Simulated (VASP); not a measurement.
A run of VASP 6.6.1 is set up as follows.

INCAR

```
SYSTEM = HC28
  PREC = Accurate
  ENCUT = 520
  EDIFF = 1E-6
  ISMEAR = 0
  SIGMA = 0.1
  LREAL = Auto
  LASPH = .True.
  NELM = 80
  ALGO = Normal
  ISIF = 2
  LWAVE = .False.
  LCHARG = .False.
  GGA = PE
  NBANDS = 76
```

KPOINTS

```
Automatic mesh
0
Gamma
  4 4 3
  0 0 0
```

POSCAR

```
HC28
1.0
    1.2332663983     -6.4082401833      0.0000000000
    4.9330655932      4.2721601222      0.0000000000
    0.0000000000      0.0000000000      8.4654490661
C H
28 1
Direct
    0.8506715606      0.2613939191      0.2561448286
    0.4216910797      0.1126104144      0.2614268874
   -0.0026988083     -0.0310907381      0.2560622577
    0.7070633951      0.5421447217      0.2614533479
    0.2774614560      0.3979199288      0.2614378733
    0.5581876487      0.8222876530      0.2562102711
    0.1354164177      0.6842091228      0.2686374913
    0.8599064957      0.3100970754      0.7498801245
    0.4313054410      0.1672366760      0.7499869116
    0.0027948753      0.0243785881      0.7497218341
    0.7170244741      0.5957489828      0.7498821327
    0.2884710346      0.4529447914      0.7499507646
    0.5741296091      0.8814949168      0.7497135652
    0.1455901245      0.7386458831      0.7499030412
    0.6609513316      0.3059349006      0.2608438114
    0.2315517430      0.1586366532      0.2608416852
    0.8020263163      0.0175253890      0.2196155202
    0.5136436890      0.5880301899      0.2609222479
    0.0869507109      0.4462159621      0.2636653983
    0.3734102201      0.8738032449      0.2636304327
    0.9458530320      0.7326521753      0.2635837724
    0.9075107101      0.5481872244      0.7499247766
    0.4789268684      0.4053154267      0.7500131358
    0.0503921804      0.2624881005      0.7498412607
    0.7646519186      0.8338519739      0.7496657236
    0.3360322608      0.6910008877      0.7499033956
    0.6217924438      0.1196327641      0.7498802427
    0.1932559423      0.9767530654      0.7498927642
    0.8017560273      1.0173497873      0.0862989068
```

Potentials or basis: VASP PAW PBE potentials, release 64 (C, H).

Command:

```sh
$ cat potpaw_PBE.64/C/POTCAR potpaw_PBE.64/H/POTCAR > POTCAR
$ mpirun -np 1 vasp_std > vasp.out
```

Question: Estimate the largest force.

Answer: 0.047 eV/Å.

Question: Predict the band gap on the k mesh.

Answer: Zero (an odd number of electrons rules out a gap without spin polarisation).

Question: Predict the pressure.

Answer: 1.4 GPa.

Stress tensor (GPa, compression positive):
```
2.09 0.00 0.00
0.00 2.10 0.00
0.00 0.00 0.05
```
